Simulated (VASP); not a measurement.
A run of VASP 6.6.1 is set up as follows.

INCAR

```
PREC = Accurate
ENCUT = 500
EDIFF = 1E-6
ISMEAR = -1
SIGMA = 0.05
LREAL = False
LASPH = True
NELM = 120
ALGO = Normal
ISIF = 2
LWAVE = False
LCHARG = True
GGA = PS
LELF = True
LVHAR = True
NBANDS = 16
GGA_COMPAT = False
```

File KPOINTS:

```
Automatic mesh
0
Gamma
  2 2 2
```

Contents of POSCAR:

```
InAs
1.0
    4.0691220000      0.0000000000      0.0000000000
    2.0345610000      3.5239630231      0.0000000000
    2.0345610000      1.1746543410      3.3224242004
In As
1 1
Direct
    0.5000000000      0.5000000000      0.5000000000
    0.0000000000      0.0000000000      0.0000000000
```

Potentials or basis: VASP PAW PBE potentials, release 64 (In_d, As).

The run is started by

```console
$ cat potpaw_PBE.64/In_d/POTCAR potpaw_PBE.64/As/POTCAR > POTCAR
$ mpirun -np 1 vasp_std > vasp.out
```

(1) Predict the band gap on the k mesh.

(2) Predict the pressure.

Answers

(1) zero (band 9 reaches 6.18 eV, above the bottom of band 10 at 3.69 eV).

(2) 8.3 GPa.

Caveat: the k points lie up to 0.95 Å⁻¹ apart; the PAW data sets were made with another functional, which shifts forces and pressure a little; spin-orbit coupling is left out, which moves the levels of the heavy elements.
